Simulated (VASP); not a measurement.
Input of a VASP 6.6.1 run:

File POSCAR:

```
C
1.0
    0.0000000000      1.7800099145      1.7800099145
    1.7800099145      0.0000000000      1.7800099145
    1.7800099145      1.7800099145      0.0000000000
C
2
Direct
    0.0000000000      0.0000000000      0.0000000000
    0.2500000000      0.2500000000      0.2500000000
```

Contents of INCAR.step1:

```
PREC = Accurate
ENCUT = 520
ISMEAR = 0
SIGMA = 0.1
LREAL = False
LASPH = True
NELM = 100
NBANDS = 11
GGA = PE
ALGO = Normal
EDIFF = 1E-4
LWAVE = True
LCHARG = False
```

Contents of INCAR.step2:

```
PREC = Accurate
ENCUT = 520
EDIFF = 1E-6
ISMEAR = 0
SIGMA = 0.1
LREAL = False
LASPH = True
NELM = 100
ALGO = Normal
ISIF = 2
LWAVE = False
LCHARG = False
METAGGA = R2SCAN
LMIXTAU = True
NBANDS = 11
ISTART = 1
```

Contents of KPOINTS:

```
regular mesh
0
Gamma
  8 8 8
```

Potentials or basis: VASP PAW PBE potentials, release 64 (C).

Run with:

```console
$ cat potpaw_PBE.64/C/POTCAR > POTCAR
$ cp INCAR.step1 INCAR
$ mpirun -np 1 vasp_std > vasp.out
$ cp INCAR.step2 INCAR
$ mpirun -np 1 vasp_std > vasp.out
```

(1) Estimate the pressure.

(2) What does it give for the band gap on the k mesh?

Results:

(1) 1.2 GPa.

(2) 4.34 eV, indirect (least direct gap 5.85 eV).

Caveat: the PAW data sets were made with another functional, which shifts forces and pressure a little.
